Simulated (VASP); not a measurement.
# Sr3Ga (I4/mmm) in VASP: a series of runs, part 2 of 2

VASP 6.6.1.

## (3) Single point, PBE

This run uses another cell than the first one, of 28.96 Å³/atom.

INCAR reads:

```
SYSTEM = Sr3Ga
PREC     = Accurate       ! precision mode
ENCUT    = 520            ! plane-wave cutoff, eV
EDIFF    = 1E-6           ! SCF threshold, eV
ISMEAR   = 0              ! smearing method
SIGMA    = 0.1            ! smearing width, eV
LREAL    = .FALSE.        ! projectors in reciprocal space
LASPH    = .TRUE.         ! aspherical terms in the spheres
NELM     = 60             ! most SCF steps
ALGO     = Normal         ! electronic algorithm
ISIF     = 2              ! what is computed and relaxed
LWAVE    = .FALSE.        ! write WAVECAR
LCHARG   = .FALSE.        ! write CHGCAR
GGA      = PE             ! functional
NBANDS   = 30             ! bands
```

KPOINTS reads:

```
regular mesh
0
G
  6 6 6
  0 0 0
```

POSCAR reads:

```
Sr3Ga
1.0
   -2.3490820790      2.3490820790      5.2473002285
    2.3490820790     -2.3490820790      5.2473002285
    2.3490820790      2.3490820790     -5.2473002285
Sr Ga
3 1
Direct
    0.5000000000      0.5000000000      0.0000000000
    0.2500000000      0.7500000000      0.5000000000
    0.7500000000      0.2500000000      0.5000000000
    0.0000000000      0.0000000000      0.0000000000
```

Potentials or basis: VASP PAW PBE potentials, release 64 (Sr_sv, Ga_d).

On the command line:

```console
$ cat potpaw_PBE.64/Sr_sv/POTCAR potpaw_PBE.64/Ga_d/POTCAR > POTCAR
$ mpirun -np 1 vasp_std > vasp.out
```

OUTCAR:

```text
SYSTEM = Sr3Ga
   PREC = Accurate
   ENCUT = 520
   EDIFF = 1E-6
   ISMEAR = 0
   LREAL = .FALSE.
   LASPH = .TRUE.
   NELM = 60
   ISIF = 2
   GGA = PE

 ion  position               nearest neighbor table
   1  0.500  0.500  0.000-   4 3.32   4 3.32   4 3.32   4 3.32   3 3.52   2 3.52   3 3.52   3 3.52
                             2 3.52   2 3.52   3 3.52   2 3.52
   2  0.250  0.750  0.500-   3 3.32   3 3.32   3 3.32   3 3.32   4 3.52   1 3.52   4 3.52   1 3.52
                             4 3.52   4 3.52   1 3.52   1 3.52
   3  0.750  0.250  0.500-   2 3.32   2 3.32   2 3.32   2 3.32   4 3.52   1 3.52   4 3.52   4 3.52
                             1 3.52   1 3.52   4 3.52   1 3.52
   4  0.000  0.000  0.000-   1 3.32   1 3.32   1 3.32   1 3.32   3 3.52   2 3.52   3 3.52   2 3.52
                             3 3.52   3 3.52   2 3.52   2 3.52

  LATTYP: Found a body centered tetragonal cell.
 ALAT       =     4.6981641580
 C/A-ratio  =     2.2337662338

  Lattice vectors:

 A1 = (  -2.3490820790,   2.3490820790,   5.2473002285)
 A2 = (   2.3490820790,  -2.3490820790,   5.2473002285)
 A3 = (   2.3490820790,   2.3490820790,  -5.2473002285)

Analysis of symmetry for initial positions (statically):
=====================================================================
 Subroutine PRICEL returns:
[... 172 lines left out ...]
  free energy    TOTEN  =        -6.84530371 eV

  energy without entropy =       -6.81764791  energy(sigma->0) =       -6.83147581

 E-fermi :   3.8033     XC(G=0):  -9.4619

 val. band max:        3.7965600666   @ k =   0.3333   0.3333   0.1667
 cond. band min:       3.8185173565   @ k =  -0.3333   0.3333   0.1667
 fundamental gap:      0.0219572898
 Fermi energy:         3.8033292494

 k-point     1 :       0.0000    0.0000    0.0000
  band No.  band energies     occupation
      1     -32.1237      2.00000
      2     -31.9031      2.00000
      3     -31.6225      2.00000
      4     -14.5817      2.00000
      5     -14.5817      2.00000
      6     -14.5120      2.00000
[... 781 lines left out ...]
     29       7.4553      0.00000
     30       8.0298      0.00000

 [... further k-points ...]
[... 5 lines left out ...]
  --------------------------------------------------------------------------------------
  -------------------------------------------------------------------------------------
  Total        7.0414719      7.0414719      3.5394888      0.0000000      0.0000000     -0.0000000
  in kB       97.4051108     97.4051108     48.9619644      0.0000000      0.0000000     -0.0000000
  external PRESSURE =      81.2573953 kB  Pullay stress =       0.0000000 kB

 VOLUME and BASIS-vectors are now :
 -----------------------------------------------------------------------------
  energy-cutoff  :      520.00
  volume of cell :      115.82
      direct lattice vectors                 reciprocal lattice vectors
    -2.349082079  2.349082079  5.247300229     0.000000000  0.212849097  0.095287096
     2.349082079 -2.349082079  5.247300229     0.212849097  0.000000000  0.095287096
     2.349082079  2.349082079 -5.247300229     0.212849097  0.212849097  0.000000000

 POSITION                                       TOTAL-FORCE (eV/Angst)
 -----------------------------------------------------------------------------------
      0.00000      0.00000      5.24730        -0.000000     -0.000000     -0.000000
      2.34908      0.00000      2.62365        -0.000000      0.000000      0.000000
      0.00000      2.34908      2.62365         0.000000     -0.000000     -0.000000
      0.00000      0.00000      0.00000        -0.000000     -0.000000     -0.000000
 -----------------------------------------------------------------------------------
    total drift:                                0.000000     -0.000000      0.000000

  FREE ENERGIE OF THE ION-ELECTRON SYSTEM (eV)
  ---------------------------------------------------
  free  energy   TOTEN  =        -6.8453037129 eV

  energy  without entropy=       -6.8176479068  energy(sigma->0) =       -6.83147581
```

OSZICAR:

```text
N       E                     dE             d eps       ncg     rms          rms(c)
DAV:   1     0.368103417350E+03    0.36810E+03   -0.20423E+04  1940   0.161E+03
DAV:   2     0.343228601587E+02   -0.33378E+03   -0.32069E+03  1936   0.418E+02
DAV:   3    -0.427098761319E+01   -0.38594E+02   -0.37680E+02  2612   0.114E+02
DAV:   4    -0.692909670123E+01   -0.26581E+01   -0.26245E+01  2612   0.245E+01
DAV:   5    -0.702514050633E+01   -0.96044E-01   -0.95939E-01  2792   0.433E+00    0.286E+01
DAV:   6    -0.687540516853E+01    0.14974E+00   -0.31851E-01  2618   0.302E+00    0.175E+01
DAV:   7    -0.684575757479E+01    0.29648E-01   -0.21776E-01  2902   0.307E+00    0.639E-01
DAV:   8    -0.684490710415E+01    0.85047E-03   -0.21594E-02  2344   0.890E-01    0.328E-01
DAV:   9    -0.684525577362E+01   -0.34867E-03   -0.11046E-03  2648   0.211E-01    0.126E-01
DAV:  10    -0.684529792064E+01   -0.42147E-04   -0.13524E-04  2770   0.747E-02    0.284E-02
DAV:  11    -0.684530411276E+01   -0.61921E-05   -0.12874E-05  2536   0.218E-02    0.121E-02
DAV:  12    -0.684530371285E+01    0.39991E-06   -0.21334E-06  1744   0.644E-03
   1 F= -.68453037E+01 E0= -.68314758E+01  d E =-.276558E-01
```

stdout:

```text
POSCAR found type information on POSCAR SrGa
 POSCAR found :  2 types and       4 ions
 scaLAPACK will be used
 LDA part: xc-table for (Slater+PW92), standard interpolation
 POSCAR, INCAR and KPOINTS ok, starting setup
 FFT: planning ... GRIDC
 FFT: planning ... GRID_SOFT
 FFT: planning ... GRID
 WAVECAR not read
 entering main loop
```

Run time: 68 s. Hardware: 1 thread of Intel Xeon 6975P-C (Granite Rapids), shared host; peak memory 0.37 GiB.

What came out:

| Property | Result |
| --- | --- |
| Free energy | -6.8453 eV |
| Pressure | 8.1 GPa |
| Band gap on the k mesh | zero (an odd number of electrons rules out a gap without spin polarisation) |

Levels at points of the mesh, in eV from the Fermi level:
| k point | band 18 | band 19 | band 20 | band 21 | band 22 | band 23 | band 24 | band 25 |
| --- | --- | --- | --- | --- | --- | --- | --- | --- |
| (0.00, 0.00, 0.00) | -6.37 | -1.77 | -1.40 | 0.07 | 0.07 | 0.58 | 1.23 | 1.43 |
| (0.50, 0.00, 0.00) | -5.26 | -2.40 | -1.19 | -0.20 | 0.07 | 0.41 | 1.52 | 2.12 |
| (0.50, 0.50, 0.00) | -5.34 | -1.43 | -0.65 | -0.49 | -0.33 | -0.10 | 1.27 | 1.65 |
| (0.50, 0.50, 0.50) | -5.73 | -2.90 | -1.44 | 0.19 | 0.47 | 0.47 | 0.84 | 1.35 |

Caveat: the cell stands under pressure.

## (4) Relaxation of cell and atoms, PBE

This run uses another cell than the first one, of 28.96 Å³/atom.

INCAR reads:

```
SYSTEM = Sr3Ga
PREC = Accurate
ENCUT = 600
EDIFF = 1E-7
ISMEAR = 0
SIGMA = 0.1
LREAL = .FALSE.
LASPH = .TRUE.
NELM = 60
ALGO = Fast
ISIF = 3
LWAVE = .FALSE.
LCHARG = .FALSE.
GGA = PE
IBRION = 2
NSW = 90
EDIFFG = -0.04
```

KPOINTS reads:

```
Automatic mesh
0
G
  6 6 6
  0 0 0
```

POSCAR is that of step 3.

On the command line:

```console
$ cat potpaw_PBE.64/Sr_sv/POTCAR potpaw_PBE.64/Ga_d/POTCAR > POTCAR
$ mpirun -np 1 vasp_std > vasp.out
```

Run time: 51 min. Hardware: 1 thread of Intel Xeon 6975P-C (Granite Rapids), shared host; peak memory 0.45 GiB.

The run converged. Its results:

```yaml
Free_energy: -7.8139 eV
Relaxed_volume: 38.53 Å³/atom
Relaxed_cell: a = 6.301 Å, b = 6.301 Å, c = 6.301 Å, α = 127.12°, β = 127.12°, γ = 78.05°
Space_group_after_relaxing_to_0.1_Å: I4/mmm (No. 139)
Energy_gained_by_relaxing: 242.3 meV/atom
Ionic_steps: 11
Pressure_after_relaxing: 0.0 GPa
Band_gap_on_the_k_mesh: zero (an odd number of electrons rules out a gap without spin polarisation)
```

Step by step:
```tsv
step	energy change (eV)	largest force (eV/Å)	pressure (GPa)	volume (Å³)
1	0.0000	0.0000	8.11	115.82
2	-0.8154	0.0000	1.90	142.11
3	-0.9153	0.0000	0.34	154.64
4	-0.9223	0.0000	-0.10	159.00
5	-0.9222	0.0000	-0.18	159.95
6	-0.9314	0.0000	-0.16	159.33
7	-0.9502	0.0000	-0.04	157.32
8	-0.9660	0.0000	0.17	152.77
9	-0.9664	0.0000	0.27	151.37
10	-0.9683	0.0000	-0.18	155.67
11	-0.9691	0.0000	-0.03	154.12
```

Final structure:
```cif
data_structure
_symmetry_space_group_name_H-M 'P 1'
_symmetry_Int_Tables_number 1
_cell_length_a 6.3012
_cell_length_b 6.3012
_cell_length_c 6.3012
_cell_angle_alpha 127.124
_cell_angle_beta 127.124
_cell_angle_gamma 78.048
_cell_volume 154.12
loop_
_atom_site_label
_atom_site_type_symbol
_atom_site_fract_x
_atom_site_fract_y
_atom_site_fract_z
_atom_site_occupancy
Sr1 Sr 0.50000 0.50000 0.00000 1
Sr2 Sr 0.25000 0.75000 0.50000 1
Sr3 Sr 0.75000 0.25000 0.50000 1
Ga1 Ga 0.00000 0.00000 0.00000 1
```

Levels at points of the mesh, in eV from the Fermi level:
| k point | band 17 | band 18 | band 19 | band 20 | band 21 | band 22 | band 23 | band 24 | band 25 |
| --- | --- | --- | --- | --- | --- | --- | --- | --- | --- |
| (0.00, 0.00, 0.00) | -14.26 | -5.82 | -1.18 | -0.66 | -0.30 | -0.30 | 0.42 | 0.43 | 2.14 |
| (0.50, 0.00, 0.00) | -14.26 | -5.18 | -2.46 | -0.84 | -0.41 | 0.21 | 0.59 | 0.97 | 1.35 |
| (0.50, 0.50, 0.00) | -14.26 | -5.08 | -1.87 | -0.79 | -0.67 | -0.36 | -0.31 | 1.39 | 1.45 |
| (0.50, 0.50, 0.50) | -14.26 | -5.22 | -2.52 | -1.02 | -0.18 | 0.25 | 0.25 | 0.86 | 0.86 |

Caveat: the volume moved by over 15 % at a fixed basis, so the end points are rough.

## (5) Single point, PBE

INCAR reads:

```
SYSTEM = Sr3Ga
  PREC = Accurate
  ENCUT = 520
  EDIFF = 1E-6
  ISMEAR = 0
  SIGMA = 0.1
  LREAL = .FALSE.
  LASPH = .TRUE.
  NELM = 80
  ALGO = Fast
  ISIF = 2
  LWAVE = .FALSE.
  LCHARG = .FALSE.
  GGA = PE
  NBANDS = 30
```

KPOINTS reads:

```
Automatic mesh
0
G
  12 12 12
  0 0 0
```

POSCAR reads:

```
Sr3Ga
1.0
   -2.8191095699      2.8191095699      4.8425086596
    2.8191095699     -2.8191095699      4.8425086596
    2.8191095699      2.8191095699     -4.8425086596
Sr Ga
3 1
Direct
    0.5000000000      0.5000000000      0.0000000000
    0.2500000000      0.7500000000      0.5000000000
    0.7500000000      0.2500000000      0.5000000000
    0.0000000000      0.0000000000      0.0000000000
```

On the command line:

```console
$ cat potpaw_PBE.64/Sr_sv/POTCAR potpaw_PBE.64/Ga_d/POTCAR > POTCAR
$ mpirun -np 1 vasp_std > vasp.out
```

It took 22 min on 1 thread of Intel Xeon 6975P-C (Granite Rapids), shared host; peak memory 0.81 GiB.

Results (log left out):

```yaml
Free_energy: -7.8199 eV
Pressure: 0.1 GPa
Band_gap_on_the_k_mesh: zero (an odd number of electrons rules out a gap without spin polarisation)
```

Levels at points of the mesh, in eV from the Fermi level:
```tsv
k point	band 18	band 19	band 20	band 21	band 22	band 23	band 24	band 25
(0.00, 0.00, 0.00)	-5.81	-1.12	-0.64	-0.31	-0.31	0.38	0.41	1.20
(0.50, 0.00, 0.00)	-5.17	-2.46	-0.82	-0.43	0.26	0.62	0.98	1.33
(0.50, 0.50, 0.00)	-5.08	-1.87	-0.79	-0.66	-0.34	-0.29	1.41	1.53
(0.50, 0.50, 0.50)	-5.20	-2.49	-1.00	-0.20	0.23	0.23	0.91	0.91
```

## (6) Overview

```csv
task,cell,k mesh,cutoff (eV),gap on the mesh (eV),pressure (GPa)
single point,"a = 6.273 Å, angles 126.6, 126.6, 78.9°, 4 atoms",6 × 6 × 6,520,none,0.0
single point,"a = 6.211 Å, angles 135.6, 135.6, 64.7°, 4 atoms",6 × 6 × 6,520,none,8.1
relaxation of cell and atoms,"relaxed from a = 6.211 Å, angles 135.6, 135.6, 64.7°, 4 atoms",6 × 6 × 6,600,none,0.0
single point,"a = 6.273 Å, angles 126.6, 126.6, 78.9°, 4 atoms",12 × 12 × 12,520,none,0.1
```

Alike in all rows: level PBE; potentials or basis VASP PAW PBE potentials, release 64 (Sr_sv, Ga_d); no spin polarisation; smearing gaussian 0.1 eV.

Caveats: the cell stands under pressure (at least some runs); the volume moved by over 15 % at a fixed basis, so the end points are rough (at least some runs).

Absolute energies hang on the potentials; compare differences alone.

The gap in the log of VASP goes by the Fermi energy; the results here count the filled bands.